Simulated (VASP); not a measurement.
**InH: single point with PBE**

Crystal: InH.

```xyz
2
Lattice="3.1800 0.0000 0.0000 0.0000 3.1800 0.0000 0.0000 0.0000 3.1800" Properties=species:S:1:pos:R:3 pbc="T T T"
In    0.0000    0.0000    0.0000
H     1.5900    1.5900    1.5900
```

```json
{
 "Program": "VASP 6.6.1",
 "Task": "single point",
 "Functional": "PBE",
 "Potentials or basis": "VASP PAW PBE potentials, release 64 (In_d, H)",
 "Cutoff": "520 eV",
 "k mesh": "6 × 6 × 6",
 "Occupations": "gaussian, width 0.1 eV",
 "Spin": "no spin polarisation"
}
```

```yaml
Pressure: -0.7 GPa
Band_gap_on_the_k_mesh: zero (band 7 reaches 7.97 eV, above the bottom of band 8 at 4.90 eV)
```

Levels at points of the mesh, in eV from the Fermi level:
```tsv
k point	band 4	band 5	band 6	band 7	band 8	band 9	band 10	band 11
(0.00, 0.00, 0.00)	-14.51	-14.51	-9.63	1.99	5.88	5.88	5.88	9.25
(0.50, 0.00, 0.00)	-14.66	-14.50	-5.71	-5.63	4.70	8.86	8.86	11.62
(0.50, 0.50, 0.00)	-14.63	-14.37	-2.42	-2.37	-1.08	-1.08	11.86	11.88
(0.50, 0.50, 0.50)	-14.36	-14.36	-1.50	1.35	1.56	1.56	1.56	5.62
```

It took 18 s on 1 thread of Oxide Virtual Turin-like Processor (shared host), peak memory 0.1 GiB.

Caveat: spin-orbit coupling is left out, which moves the levels of the heavy elements.
